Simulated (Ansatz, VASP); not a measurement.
**Two plane-wave programs on Pt**

The input INCAR:

```
SYSTEM = Pt
ALGO = Normal
EDIFF = 1E-6
ENCUT = 500
GGA = PE
GGA_COMPAT = .False.
ISIF = 2
ISMEAR = -1
LASPH = .True.
LCHARG = .False.
LREAL = .False.
LWAVE = .False.
NBANDS = 11
NELM = 120
PREC = Accurate
SIGMA = 0.05
```

Contents of KPOINTS:

```
k-points
0
Gamma
  7 7 7
  0 0 0
```

File POSCAR:

```
Pt
1.0
    0.0000000000      1.9390000000      1.9390000000
    1.9390000000      0.0000000000      1.9390000000
    1.9390000000      1.9390000000      0.0000000000
Pt
1
Direct
    0.0000000000      0.0000000000      0.0000000000
```

Input for Ansatz:

```yaml
crystal:
  lattice:
    - [0.0, 1.939, 1.939]
    - [1.939, 0.0, 1.939]
    - [1.939, 1.939, 0.0]
  atoms:
    - { symbol: Pt, position: [0.0, 0.0, 0.0] }
hamiltonian:
  xc: pbe
  pseudopotentials: { kind: paw }
basis:
  ecutwfc: 420
kpoints:
  mp_grid: { grid: [7, 7, 7] }
scf:
  occupations: { method: fermi_dirac, width: 0.05 }
  lower_state_search: "off"
  max_iter: 100
output:
  forces: true
  stress: true
```

Alike in both runs: task single point; functional PBE; k mesh 7 × 7 × 7; occupations fermi-dirac, width 0.05 eV; no spin polarisation.

|  | VASP | Ansatz |
| --- | --- | --- |
| version | VASP 6.6.1 | Ansatz 0.2.0 |
| potentials or method | VASP PAW PBE potentials, release 64 (Pt), cutoff 500 eV | PAW, plane waves, scalar-relativistic |
| valence electrons in the cell | 10 | 18 |

```csv
,VASP,Ansatz,Ansatz less VASP
pressure (GPa),22.4,22.9,+0.50
```

With one functional, cell and mesh, what is left measures potentials, basis and numerics. VASP's potentials hold 10 valence electrons a cell and Ansatz's 18, so a difference there can come from the potentials and not from the codes.

The k mesh is coarse, so the values compare programs but aren't converged. Spin-orbit coupling is off throughout.
